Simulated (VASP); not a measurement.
# ZrN in VASP: relaxation of the atoms with PBE

Aim: the relaxation of the atoms of ZrN with PBE.

All numbers are computed with VASP 6.6.1; they aren't measurements. Logs are shortened: lines on timing, memory, paths and dates and some standing lists are left out, and cuts for length are marked.

### 1 The cell of the first run

The cell holds a slab with vacuum, 10 atoms: a = 3.230 Å, b = 3.230 Å, c = 29.869 Å, α = 90.00°, β = 90.00°, γ = 120.00°.

### 2 Relaxation of the atoms, PBE

The input, INCAR:

```
PREC = Accurate
ENCUT = 520
EDIFF = 1E-7
ISMEAR = 0
SIGMA = 0.05
LREAL = False
LASPH = True
NELM = 120
ALGO = Normal
ISIF = 2
LWAVE = False
LCHARG = False
LDIPOL = True
IDIPOL = 3
DIPOL = 0.5 0.5 0.500
GGA = PE
IBRION = 2
NSW = 60
EDIFFG = -0.04
GGA_COMPAT = False
NELMIN = 4
NELMDL = -8
```

The input, KPOINTS:

```
regular mesh
0
Gamma
  9 9 1
```

The input, POSCAR:

```
ZrN
1.0
    3.2303890500      0.0000000000      0.0000000000
   -1.6151945200      2.7975989800      0.0000000000
    0.0000000000      0.0000000000     29.8692075318
N Zr
5 5
Selective dynamics
Direct
    0.3333333300      0.6666666700      0.3013136519  F F F
    0.0000000000      0.0000000000      0.3896187010  F F F
    0.6666666700      0.3333333300      0.4779237402  F F F
    0.3333333300      0.6666666700      0.5662287794  T T T
    0.0000000000      0.0000000000      0.6545338185  T T T
    0.6666666700      0.3333333300      0.3454661815  F F F
    0.3333333300      0.6666666700      0.4337712206  F F F
    0.0000000000      0.0000000000      0.5220762598  T T T
    0.6666666700      0.3333333300      0.6103812990  T T T
    0.3333333300      0.6666666700      0.6986863481  T T T
```

Potentials or basis: VASP PAW PBE potentials, release 64 (N, Zr_sv).

Launch:

```
$ cat potpaw_PBE.64/N/POTCAR potpaw_PBE.64/Zr_sv/POTCAR > POTCAR
$ mpirun -np 1 vasp_std > vasp.out
```

OUTCAR:

```text
PREC = Accurate
   ENCUT = 520
   EDIFF = 1E-7
   ISMEAR = 0
   LREAL = False
   LASPH = True
   NELM = 120
   ISIF = 2
   GGA = PE
   IBRION = 2
   NSW = 60
   EDIFFG = -0.04
   NELMIN = 4
   NELMDL = -8

 ion  position               nearest neighbor table
   1  0.333  0.667  0.301-   6 2.28   6 2.28   6 2.28
   2  0.000  0.000  0.390-   6 2.28   7 2.28   6 2.28   7 2.28   6 2.28   7 2.28
   3  0.667  0.333  0.478-   8 2.28   7 2.28   7 2.28   8 2.28   8 2.28   7 2.28
   4  0.333  0.667  0.566-   8 2.28   9 2.28   9 2.28   8 2.28   8 2.28   9 2.28
   5  0.000  0.000  0.655-   9 2.28   9 2.28   9 2.28  10 2.28  10 2.28  10 2.28
   6  0.667  0.333  0.345-   2 2.28   2 2.28   2 2.28   1 2.28   1 2.28   1 2.28   7 3.23   7 3.23
                             7 3.23
   7  0.333  0.667  0.434-   2 2.28   3 2.28   3 2.28   2 2.28   2 2.28   3 2.28   6 3.23   6 3.23
                             8 3.23   8 3.23   8 3.23   6 3.23
   8  0.000  0.000  0.522-   4 2.28   3 2.28   4 2.28   3 2.28   4 2.28   3 2.28   9 3.23   7 3.23
                             9 3.23   7 3.23   9 3.23   7 3.23
   9  0.667  0.333  0.610-   5 2.28   4 2.28   4 2.28   5 2.28   5 2.28   4 2.28   8 3.23   8 3.23
                             8 3.23  10 3.23  10 3.23  10 3.23
  10  0.333  0.667  0.699-   5 2.28   5 2.28   5 2.28   9 3.23   9 3.23   9 3.23

  LATTYP: Found a hexagonal cell.
 ALAT       =     3.2303890500
 C/A-ratio  =     9.2463189633

  Lattice vectors:

 A1 = (   3.2303890500,   0.0000000000,   0.0000000000)
 A2 = (  -1.6151945200,   2.7975989800,   0.0000000000)
 A3 = (   0.0000000000,   0.0000000000,  29.8692075318)

Analysis of symmetry for initial positions (statically):
=====================================================================
 Subroutine PRICEL returns:
 Original cell was already a primitive cell.

 Routine SETGRP: Setting up the symmetry group for a
 hexagonal supercell.

 Subroutine GETGRP returns: Found  6 space group operations
 (whereof  6 operations were pure point group operations)
 out of a pool of 24 trial point group operations.

The static configuration has the point symmetry C_3v.

Analysis of symmetry for dynamics (positions and initial velocities):
=====================================================================
 Subroutine PRICEL returns:
 Original cell was already a primitive cell.

 Routine SETGRP: Setting up the symmetry group for a
 hexagonal supercell.

 Subroutine GETGRP returns: Found  6 space group operations
 (whereof  6 operations were pure point group operations)
 out of a pool of 24 trial point group operations.

The dynamic configuration has the point symmetry C_3v.

Analysis of constrained symmetry for selective dynamics:
=====================================================================
 Subroutine PRICEL returns:
 Original cell was already a primitive cell.

 Routine SETGRP: Setting up the symmetry group for a
 hexagonal supercell.

 Subroutine GETGRP returns: Found  6 space group operations
 (whereof  6 operations were pure point group operations)
 out of a pool of 24 trial point group operations.

The constrained configuration has the point symmetry C_3v.

 Subroutine INISYM returns: Found  6 space group operations
 (whereof  6 operations are pure point group operations),
 and found     1 'primitive' translations

----------------------------------------------------------------------------------------

                                     Primitive cell

  volume of cell :     269.9380

  direct lattice vectors                    reciprocal lattice vectors
     3.230389050  0.000000000  0.000000000     0.309560237  0.178724686  0.000000000
    -1.615194520  2.797598980  0.000000000     0.000000000  0.357449373  0.000000000
     0.000000000  0.000000000 29.869207532     0.000000000  0.000000000  0.033479295

  length of vectors
     3.230389050  3.230389046 29.869207532     0.357449372  0.357449373  0.033479295

  position of ions in fractional coordinates (direct lattice)
     0.333333330  0.666666670  0.301313652
     0.000000000  0.000000000  0.389618701
     0.666666670  0.333333330  0.477923740
     0.333333330  0.666666670  0.566228779
     0.000000000  0.000000000  0.654533818
     0.666666670  0.333333330  0.345466182
     0.333333330  0.666666670  0.433771221
     0.000000000  0.000000000  0.522076260
     0.666666670  0.333333330  0.610381299
     0.333333330  0.666666670  0.698686348

  ion indices of the primitive-cell ions
   primitive index   ion index
                 1           1
                 2           2
                 3           3
                 4           4
                 5           5
                 6           6
                 7           7
                 8           8
                 9           9
                10          10

----------------------------------------------------------------------------------------

 KPOINTS: regular mesh

Automatic generation of k-mesh.
 Grid dimensions read from file:
 generate k-points for:    9    9    1

 Generating k-lattice:

  Cartesian coordinates                     Fractional coordinates (reciprocal lattice)
     0.034395582  0.019858298  0.000000000     0.111111111 -0.000000000  0.000000000
     0.000000000  0.039716597  0.000000000     0.000000000  0.111111111  0.000000000
     0.000000000  0.000000000  0.033479295     0.000000000  0.000000000  1.000000000

  Length of vectors
     0.039716597  0.039716597  0.033479295

  Shift w.r.t. Gamma in fractional coordinates (k-lattice)
     0.000000000  0.000000000  0.000000000

 Subroutine IBZKPT returns following result:
 ===========================================

 Found     12 irreducible k-points:

 Following reciprocal coordinates:
            Coordinates               Weight
  0.000000  0.000000  0.000000      1.000000
  0.111111  0.000000  0.000000      6.000000
  0.222222 -0.000000  0.000000      6.000000
  0.333333  0.000000  0.000000      6.000000
  0.444444 -0.000000  0.000000      6.000000
  0.111111  0.111111  0.000000      6.000000
  0.222222  0.111111  0.000000     12.000000
  0.333333  0.111111  0.000000     12.000000
  0.444444  0.111111  0.000000      6.000000
  0.222222  0.222222  0.000000      6.000000
  0.333333  0.222222  0.000000     12.000000
  0.333333  0.333333  0.000000      2.000000
   k-points           NKPTS =     12   k-points in BZ     NKDIM =     12   number of bands    NBANDS=     51
   number of dos      NEDOS =    301   number of ions     NIONS =     10
   total plane-waves  NPLWV = 129024
   dimension x,y,z NGX =    24 NGY =   24 NGZ =  224
   dimension x,y,z NGXF=    48 NGYF=   48 NGZF=  448
   ions per type =               5   5
   NGX,Y,Z   is equivalent  to a cutoff of  12.35, 12.35, 12.47 a.u.
   NGXF,Y,Z  is equivalent  to a cutoff of  24.70, 24.70, 24.93 a.u.
 SYSTEM =  unknown system
   PREC   = accura    normal or accurate (medium, high low for compatibility)
   ISTART =      0    job   : 0-new  1-cont  2-samecut
   ICHARG =      2    charge: 1-file 2-atom 10-const
   ISPIN  =      1    spin polarized calculation?
   LNONCOLLINEAR =      F non collinear calculations
   LSORBIT =      F    spin-orbit coupling
   LASPH  =      T    aspherical Exc in radial PAW
   ENCUT  =  520.0 eV  38.22 Ry    6.18 a.u.   6.01  6.01 55.54*2*pi/ulx,y,z
   NELM   =    120;   NELMIN=  4; NELMDL= -8     # of ELM steps
   EDIFF  = 0.1E-06   stopping-criterion for ELM
   LREAL  =      F    real-space projection
   EDIFFG = -.4E-01   stopping-criterion for IOM
   NSW    =     60    number of steps for IOM
   IBRION =      2    ionic relax: 0-MD 1-quasi-New 2-CG
   NFREE  =      1    steps in history (QN), initial steepest desc. (CG)
   ISIF   =      2    stress and relaxation
   ISYM   =      2    0-nonsym 1-usesym 2-fastsym
   POTIM  = 0.5000    time-step for ionic-motion
   TEBEG  =    0.0;   TEEND  =   0.0 temperature during run
   PSTRESS=    0.0 pullay stress
   NELECT =      85.0000    total number of electrons
   NUPDOWN=      -1.0000    fix difference up-down
   EMIN   =  10.00;   EMAX   =-10.00  energy-range for DOS
   EFERMI =   0.00;   METHOD = LEGACY
   ISMEAR =     0;   SIGMA  =   0.05  broadening in eV -4-tet -1-fermi 0-gaus
   EFERMI_NEDOS =   21; number of points for ismear=-14 and -15
   IALGO  =     38    algorithm
   IMIX   =      4    mixing-type and parameters
     AMIX     =   0.40;   BMIX     =  1.00
     AMIX_MAG =   1.60;   BMIX_MAG =  1.00
  volume/ion in A,a.u.               =      26.99       182.16
  Fermi-wavevector in a.u.,A,eV,Ry     =   1.113764  2.104709 16.877620  1.240470
  Thomas-Fermi vector in A             =   2.250352
   LORBIT       =      0    0 simple, 1 ext, 2 COOP (PROOUT), +10 PAW based schemes
   GGA     = PE    functional components
   LHFCALC =     F    Hartree Fock is set to
   AEXX    =    0.0000 exact exchange contribution
   IVDW    =     0    specifies the selected vdW correction
   LEPSILON=     F    determine dielectric tensor
   LRPA    =     F    only Hartree local field effects (RPA)
 conjugate gradient relaxation of ions
 non-spin polarized calculation
 Gauss-broadening in eV      SIGMA  =   0.05
  energy-cutoff  :      520.00
  volume of cell :      269.94
 maximum number of plane-waves:      7356
   NGX = 13   NGY = 13   NGZ =111

 dipolmoment           0.000000      0.000000      0.025332 electrons x Angstroem

--------------------------------------- Ionic step        1  -------------------------------------------

 number of electron      85.0000011 magnetization

 Free energy of the ion-electron system (eV)
  ---------------------------------------------------
  ext. energy  EPLUGINS =         0.00000000
  ---------------------------------------------------
  free energy    TOTEN  =       -96.83554463 eV

  energy without entropy =      -96.82629480  energy(sigma->0) =      -96.83091972

------------------------ aborting loop because EDIFF is reached ----------------------------------------

  FORCE on cell =-STRESS in cart. coord.  units (eV):
  Direction    XX          YY          ZZ          XY          YZ          ZX
  --------------------------------------------------------------------------------------
  -------------------------------------------------------------------------------------
  Total        1.5224831      1.5224831     -2.4973798      0.0000000     -0.0000000     -0.0000000
  in kB        9.0364755      9.0364755    -14.8228322      0.0000000     -0.0000000     -0.0000000
  external PRESSURE =       1.0833729 kB  Pullay stress =       0.0000000 kB
[... 113 lines left out ...]
  FREE ENERGIE OF THE ION-ELECTRON SYSTEM (eV)
  ---------------------------------------------------
  free  energy   TOTEN  =       -96.8680064733 eV

  energy  without entropy=      -96.8574713421  energy(sigma->0) =      -96.86273891

[... ionic steps 4 to 7 ...]

--------------------------------------- Ionic step        8  -------------------------------------------

 number of electron      85.0000010 magnetization

------------------------ aborting loop because EDIFF is reached ----------------------------------------
[... 83 lines left out ...]
--------------------------------------- Ionic step       10  -------------------------------------------

 number of electron      85.0000011 magnetization

 dipolmoment           0.000000      0.000000     -0.185346 electrons x Angstroem

 Free energy of the ion-electron system (eV)
  ---------------------------------------------------
  ext. energy  EPLUGINS =         0.00000000
  ---------------------------------------------------
  free energy    TOTEN  =       -96.87508022 eV

  energy without entropy =      -96.86499364  energy(sigma->0) =      -96.87003693

 E-fermi :   1.6771     XC(G=0):  -6.2905

 val. band max:        1.6538395009   @ k =   0.1111   0.1111   0.0000
 cond. band min:       1.7009064382   @ k =   0.2222   0.2222   0.0000
 fundamental gap:      0.0470669373
 Fermi energy:         1.6770798653

 k-point     1 :       0.0000    0.0000    0.0000
  band No.  band energies     occupation
      1     -47.9265      2.00000
      2     -47.8293      2.00000
      3     -47.7777      2.00000
      4     -47.5317      2.00000
      5     -46.4231      2.00000
      6     -26.5794      2.00000
[... 637 lines left out ...]
     50       4.3915      0.00000
     51       4.9417      0.00000

------------------------ aborting loop because EDIFF is reached ----------------------------------------

 vacuum level on the upper side and lower side of the slab       (xc-potential included)        -1.943         1.719

  FORCE on cell =-STRESS in cart. coord.  units (eV):
  Direction    XX          YY          ZZ          XY          YZ          ZX
  --------------------------------------------------------------------------------------
  -------------------------------------------------------------------------------------
  Total        1.3200707      1.3200707     -2.9973772      0.0000000     -0.0000000      0.0000000
  in kB        7.8350864      7.8350864    -17.7904932      0.0000000     -0.0000000      0.0000000
  external PRESSURE =      -0.7067735 kB  Pullay stress =       0.0000000 kB
[... 25 lines left out ...]
  FREE ENERGIE OF THE ION-ELECTRON SYSTEM (eV)
  ---------------------------------------------------
  free  energy   TOTEN  =       -96.8750802185 eV

  energy  without entropy=      -96.8649936435  energy(sigma->0) =      -96.87003693

 reached required accuracy - stopping structural energy minimisation

 vacuum level on the upper side and lower side of the slab         5.987         9.712
```

Wall time 16 min (1 thread of Intel Xeon 6975P-C (Granite Rapids), shared host); peak memory 0.44 GiB.

What came out:

- Free energy: -96.8751 eV
- Energy gained by relaxing: 4.0 meV/atom
- Ionic steps: 10
- Band gap on the k mesh: zero (an odd number of electrons rules out a gap without spin polarisation)

Step by step:
| step | energy change (eV) | largest force on free atoms (eV/Å) | pressure (GPa) |
| --- | --- | --- | --- |
| 1 | 0.0000 | 0.8553 | 0.11 |
| 2 | -0.0324 | 0.1722 | 0.33 |
| 3 | -0.0325 | 0.1684 | 0.34 |
| 4 | -0.0342 | 0.0789 | 0.35 |
| 5 | -0.0346 | 0.1024 | 0.36 |
| 6 | -0.0357 | 0.0941 | 0.31 |
| 7 | -0.0372 | 0.1271 | 0.19 |
| 8 | -0.0382 | 0.0840 | 0.14 |
| 9 | -0.0394 | 0.0421 | -0.02 |
| 10 | -0.0395 | 0.0262 | -0.07 |

Final structure:
```
CELL_PARAMETERS angstrom
3.23039 0.00000 0.00000
-1.61519 2.79760 0.00000
0.00000 0.00000 29.86921
ATOMIC_POSITIONS crystal
N 0.33333 0.66667 0.30131
N 0.00000 0.00000 0.38962
N 0.66667 0.33333 0.47792
N 0.33333 0.66667 0.56768
N 0.00000 0.00000 0.65680
Zr 0.66667 0.33333 0.34547
Zr 0.33333 0.66667 0.43377
Zr 0.00000 0.00000 0.52212
Zr 0.66667 0.33333 0.61313
Zr 0.33333 0.66667 0.69929
```
